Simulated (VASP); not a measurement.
# HfSi (F-43m) in VASP: notebook

HfSi is run at these levels: PBEsol; tasks: vibrations by perturbation theory, elastic constants.

Everything below comes from runs of VASP 6.6.1. Logs are shortened: lines on timing, memory, paths and dates and some standing lists are left out, and cuts for length are marked.

## Step 1: The cell of the first run

Symmetry: F-43m, No. 216, cubic system. Conventional cell: a = 5.987 Å, b = 5.987 Å, c = 5.987 Å, α = 90.00°, β = 90.00°, γ = 90.00°. Within 3.4 Å of Hf (site symmetry -43m) lie 4 Si at 2.59 Å. Si (site symmetry -43m) has 4 Hf at 2.59 Å within 3.4 Å.

## Step 2: Vibrations by perturbation theory, PBEsol

File INCAR:

```
PREC     = Accurate       # precision mode
ENCUT    = 520            # plane-wave cutoff, eV
EDIFF    = 1E-8           # SCF threshold, eV
ISMEAR   = -1             # smearing method
SIGMA    = 0.15           # smearing width, eV
LREAL    = False          # projectors in reciprocal space
LASPH    = True           # aspherical terms in the spheres
NELM     = 100            # most SCF steps
ALGO     = Normal         # electronic algorithm
ISIF     = 2              # what is computed and relaxed
LWAVE    = False          # write WAVECAR
LCHARG   = True           # write CHGCAR
GGA      = PS             # functional
NBANDS   = 14             # bands
IBRION   = 8              # ionic algorithm
NSW      = 1              # ionic steps
```

File KPOINTS:

```
regular mesh
0
Gamma
  10 10 10
```

File POSCAR:

```
HfSi
1.0
    0.0000000000      2.9936000000      2.9936000000
    2.9936000000      0.0000000000      2.9936000000
    2.9936000000      2.9936000000      0.0000000000
Hf Si
1 1
Direct
    0.0000000000      0.0000000000      0.0000000000
    0.2500000000      0.2500000000      0.2500000000
```

Potentials or basis: VASP PAW PBE potentials, release 64 (Hf_pv, Si).

Command:

```
cat potpaw_PBE.64/Hf_pv/POTCAR potpaw_PBE.64/Si/POTCAR > POTCAR
mpirun -np 1 vasp_std > vasp.out
```

OUTCAR:

```text
PREC = Accurate
   ENCUT = 520
   EDIFF = 1E-8
   ISMEAR = -1
   LREAL = False
   LASPH = True
   NELM = 100
   ISIF = 2
   GGA = PS
   IBRION = 8
   NSW = 1

 ion  position               nearest neighbor table
   1  0.000  0.000  0.000-   2 2.59   2 2.59   2 2.59   2 2.59
   2  0.250  0.250  0.250-   1 2.59   1 2.59   1 2.59   1 2.59

  LATTYP: Found a face centered cubic cell.
 ALAT       =     5.9872000000

  Lattice vectors:

 A1 = (   0.0000000000,   2.9936000000,   2.9936000000)
 A2 = (   2.9936000000,   0.0000000000,   2.9936000000)
 A3 = (   2.9936000000,   2.9936000000,   0.0000000000)

Analysis of symmetry for initial positions (statically):
=====================================================================
 Subroutine PRICEL returns:
 Original cell was already a primitive cell.

 Routine SETGRP: Setting up the symmetry group for a
 face centered cubic supercell.

 Subroutine GETGRP returns: Found 24 space group operations
 (whereof 24 operations were pure point group operations)
 out of a pool of 48 trial point group operations.

The static configuration has the point symmetry T_d .

Analysis of symmetry for dynamics (positions and initial velocities):
=====================================================================
 Subroutine PRICEL returns:
 Original cell was already a primitive cell.

 Routine SETGRP: Setting up the symmetry group for a
 face centered cubic supercell.

 Subroutine GETGRP returns: Found 24 space group operations
 (whereof 24 operations were pure point group operations)
 out of a pool of 48 trial point group operations.

The dynamic configuration has the point symmetry T_d .

 Subroutine INISYM returns: Found 24 space group operations
 (whereof 24 operations are pure point group operations),
 and found     1 'primitive' translations

----------------------------------------------------------------------------------------

                                     Primitive cell

  volume of cell :      53.6551

  direct lattice vectors                    reciprocal lattice vectors
     0.000000000  2.993600000  2.993600000    -0.167022982  0.167022982  0.167022982
     2.993600000  0.000000000  2.993600000     0.167022982 -0.167022982  0.167022982
     2.993600000  2.993600000  0.000000000     0.167022982  0.167022982 -0.167022982

  length of vectors
     4.233589720  4.233589720  4.233589720     0.289292291  0.289292291  0.289292291

  position of ions in fractional coordinates (direct lattice)
     0.000000000  0.000000000  0.000000000
     0.250000000  0.250000000  0.250000000

  ion indices of the primitive-cell ions
   primitive index   ion index
                 1           1
                 2           2

----------------------------------------------------------------------------------------

 KPOINTS: regular mesh

Automatic generation of k-mesh.
 Grid dimensions read from file:
 generate k-points for:   10   10   10

 Generating k-lattice:

  Cartesian coordinates                     Fractional coordinates (reciprocal lattice)
    -0.016702298  0.016702298  0.016702298     0.100000000  0.000000000  0.000000000
     0.016702298 -0.016702298  0.016702298     0.000000000  0.100000000  0.000000000
     0.016702298  0.016702298 -0.016702298     0.000000000  0.000000000  0.100000000

  Length of vectors
     0.028929229  0.028929229  0.028929229

  Shift w.r.t. Gamma in fractional coordinates (k-lattice)
     0.000000000  0.000000000  0.000000000

 Subroutine IBZKPT returns following result:
 ===========================================

 Found     47 irreducible k-points:

[... 81 lines left out ...]

--------------------------------------- Ionic step        1  -------------------------------------------

 number of electron      13.9999998 magnetization

 Free energy of the ion-electron system (eV)
  ---------------------------------------------------
  ext. energy  EPLUGINS =         0.00000000
  ---------------------------------------------------
  free energy    TOTEN  =       -15.08236472 eV

  energy without entropy =      -14.99791429  energy(sigma->0) =      -15.04013951

 E-fermi :   2.8455     XC(G=0):  -9.4138

 val. band max:        2.8287123525   @ k =   0.4000   0.4000   0.0000
 cond. band min:       2.9498188699   @ k =  -0.4000   0.5000   0.1000
 fundamental gap:      0.1211065174
 Fermi energy:         2.8454630874

 k-point     1 :       0.0000    0.0000    0.0000
  band No.  band energies     occupation
      1     -27.9803      2.00000
      2     -27.9803      2.00000
      3     -27.9803      2.00000
      4      -5.4677      2.00000
      5       1.5122      1.99972
      6       1.5122      1.99972
      7       1.5122      1.99972
      8       4.4959      0.00003
      9       4.4959      0.00003
     10       6.9435      0.00000
     11       9.7163      0.00000
     12       9.7163      0.00000
     13       9.7163      0.00000
     14      11.4047      0.00000
[... 377 lines left out ...]
      1     -28.0125      2.00000
      2     -27.9934      2.00000
      3     -27.9922      2.00000
      4      -3.8893      2.00000
      5      -0.0422      2.00000
      6       2.1303      1.98314
      7       2.3560      1.92628
      8       3.1993      0.17275
      9       5.2814      0.00000
     10       5.3171      0.00000
     11       6.7773      0.00000
     12       7.1397      0.00000
     13      10.5851      0.00000
     14      11.2538      0.00000

 [... further k-points ...]

------------------------ aborting loop because EDIFF is reached ----------------------------------------

  FORCE on cell =-STRESS in cart. coord.  units (eV):
  Direction    XX          YY          ZZ          XY          YZ          ZX
  --------------------------------------------------------------------------------------
  -------------------------------------------------------------------------------------
  Total       -0.0740887     -0.0740887     -0.0740887      0.0000000      0.0000000      0.0000000
  in kB       -2.2123378     -2.2123378     -2.2123378      0.0000000      0.0000000      0.0000000
  external PRESSURE =      -2.2123378 kB  Pullay stress =       0.0000000 kB

 VOLUME and BASIS-vectors are now :
 -----------------------------------------------------------------------------
  energy-cutoff  :      520.00
  volume of cell :       53.66
      direct lattice vectors                 reciprocal lattice vectors
     0.000000000  2.993600000  2.993600000    -0.167022982  0.167022982  0.167022982
     2.993600000  0.000000000  2.993600000     0.167022982 -0.167022982  0.167022982
     2.993600000  2.993600000  0.000000000     0.167022982  0.167022982 -0.167022982

 POSITION                                       TOTAL-FORCE (eV/Angst)
 -----------------------------------------------------------------------------------
      0.00000      0.00000      0.00000        -0.000000     -0.000000     -0.000000
      1.49680      1.49680      1.49680         0.000000      0.000000      0.000000
 -----------------------------------------------------------------------------------
    total drift:                                0.000000      0.000000      0.000000

  FREE ENERGIE OF THE ION-ELECTRON SYSTEM (eV)
  ---------------------------------------------------
  free  energy   TOTEN  =       -15.0823647243 eV

  energy  without entropy=      -14.9979142905  energy(sigma->0) =      -15.04013951

[... ionic steps 2 to 3 ...]

--------------------------------------- Ionic step        4  -------------------------------------------

------------------------ aborting loop because EDIFF is reached ----------------------------------------

[... ionic steps 5 to 6 ...]

--------------------------------------- Ionic step        7  -------------------------------------------

 Free energy of the ion-electron system (eV)
  ---------------------------------------------------
  ---------------------------------------------------
  free energy    TOTEN  =        -0.02110096 eV

  energy without entropy =       -0.02110094

------------------------ aborting loop because EDIFF is reached ----------------------------------------

 INTERNAL STRAIN TENSOR  FOR ION    2  DIRECTION 1   (eV/Angst):
 -----------------------------------------------------------------------------
    -0.00444  0.00000  0.00000
     0.00000  0.00689-13.24471
     0.00000-13.24471  0.00689

 INTERNAL STRAIN TENSOR FOR ION    2 for displacements in x,y,z  (eV/Angst):
          X           Y           Z          XY          YZ          ZX
  --------------------------------------------------------------------------------
  x     0.00000     0.00000     0.00000     0.00000   -13.24471     0.00000
  y     0.00000     0.00000     0.00000     0.00000     0.00000   -13.24471
  z     0.00000     0.00000     0.00000   -13.24471     0.00000     0.00000

 SECOND DERIVATIVES (NOT SYMMETRIZED)
 ------------------------------------
               1X          1Y          1Z          2X          2Y          2Z
  1X    -8.432190    0.000000    0.000000    8.432190    0.000000    0.000000
  1Y     0.000000   -8.432190    0.000000    0.000000    8.432190    0.000000
  1Z     0.000000    0.000000   -8.432190    0.000000    0.000000    8.432190
  2X     8.431354    0.000000    0.000000   -8.431354    0.000000    0.000000
  2Y     0.000000    8.431354    0.000000    0.000000   -8.431354    0.000000
  2Z     0.000000    0.000000    8.431354    0.000000    0.000000   -8.431354

 Eigenvectors and eigenvalues of the dynamical matrix
 ----------------------------------------------------

   1 f  =    9.215036 THz    57.899778 2PiTHz  307.380513 cm-1    38.110309 meV
             X         Y         Z           dx          dy          dz
      0.000000  0.000000  0.000000    -0.368737    0.000000    0.000000
      1.496800  1.496800  1.496800     0.929534    0.000000    0.000000
[... 21 lines left out ...]
   6 f/i=    0.000157 THz     0.000983 2PiTHz    0.005221 cm-1     0.000647 meV
             X         Y         Z           dx          dy          dz
      0.000000  0.000000  0.000000     0.000000    0.000000    0.929534
      1.496800  1.496800  1.496800     0.000000    0.000000    0.368737

--------------------------------------------------------------------------------------------------------

 ELASTIC MODULI CONTR FROM IONIC RELAXATION (kBar)
 Direction    XX          YY          ZZ          XY          YZ          ZX
 --------------------------------------------------------------------------------
 XX          -0.0000     -0.0000     -0.0000      0.0000      0.0000     -0.0000
 YY          -0.0000     -0.0000     -0.0000      0.0000      0.0000      0.0000
 ZZ          -0.0000     -0.0000     -0.0000      0.0000      0.0000     -0.0000
 XY           0.0000      0.0000      0.0000   -585.2200      0.0000      0.0000
 YZ           0.0000      0.0000      0.0000      0.0000   -585.2200      0.0000
 ZX          -0.0000      0.0000     -0.0000      0.0000      0.0000   -585.2200
 --------------------------------------------------------------------------------
```

It took 6.8 min on 1 thread of Intel Xeon Platinum 8375C at 2.90GHz (Ice Lake), shared host; peak memory 0.41 GiB.

What came out:

```
Highest phonon frequency at Γ : 307 cm⁻¹
```

Phonon frequencies in cm⁻¹ (negative: imaginary):
```
              q point        frequencies
(0.000, 0.000, 0.000)  0 0 0 307 307 307
```

Caveat: the PAW data sets were made with another functional, which shifts forces and pressure a little; spin-orbit coupling is left out, which moves the levels of the heavy elements.

## Step 3: Elastic constants, PBEsol

File INCAR:

```
PREC = Accurate ; ENCUT = 600
EDIFF = 1E-8 ; ISMEAR = -1
SIGMA = 0.15 ; LREAL = False
LASPH = True ; NELM = 80
ALGO = Normal ; ISIF = 3
LWAVE = False ; LCHARG = False
GGA = PS ; NBANDS = 14
IBRION = 6 ; NFREE = 2
POTIM = 0.015 ; NSW = 1
```

KPOINTS is that of step 2.

POSCAR is that of step 2.

Potentials or basis: VASP PAW PBE potentials, release 64 (Hf_pv, Si).

Command:

```
cat potpaw_PBE.64/Hf_pv/POTCAR potpaw_PBE.64/Si/POTCAR > POTCAR
mpirun -np 1 vasp_std > vasp.out
```

Wall time 42 min (1 thread of Intel Xeon Platinum 8375C at 2.90GHz (Ice Lake), shared host); peak memory 0.53 GiB.

Results (log left out):

```
Elastic constants C11, C12, C44 : 55, 76, -12 GPa
Voigt bulk modulus              : 69 GPa
Highest phonon frequency at Γ   : 307 cm⁻¹
```

Phonon frequencies in cm⁻¹ (negative: imaginary):
```
              q point        frequencies
(0.000, 0.000, 0.000)  0 0 0 307 307 307
```

Elastic tensor in Voigt notation (GPa, in the Cartesian axes of the cell as first typed):
```
 55  76  76   0   0   0
 76  55  76   0   0   0
 76  76  55   0   0   0
  0   0   0 -12   0   0
  0   0   0   0 -12   0
  0   0   0   0   0 -12
```

Clamped-ion elastic tensor (GPa):
```
55 76 76  0  0  0
76 55 76  0  0  0
76 76 55  0  0  0
 0  0  0 50  0  0
 0  0  0  0 50  0
 0  0  0  0  0 50
```

Caveat: the elastic tensor has a negative eigenvalue, so either the cell is unstable as it stands or the mesh is too thin; the PAW data sets were made with another functional, which shifts forces and pressure a little; spin-orbit coupling is left out, which moves the levels of the heavy elements.
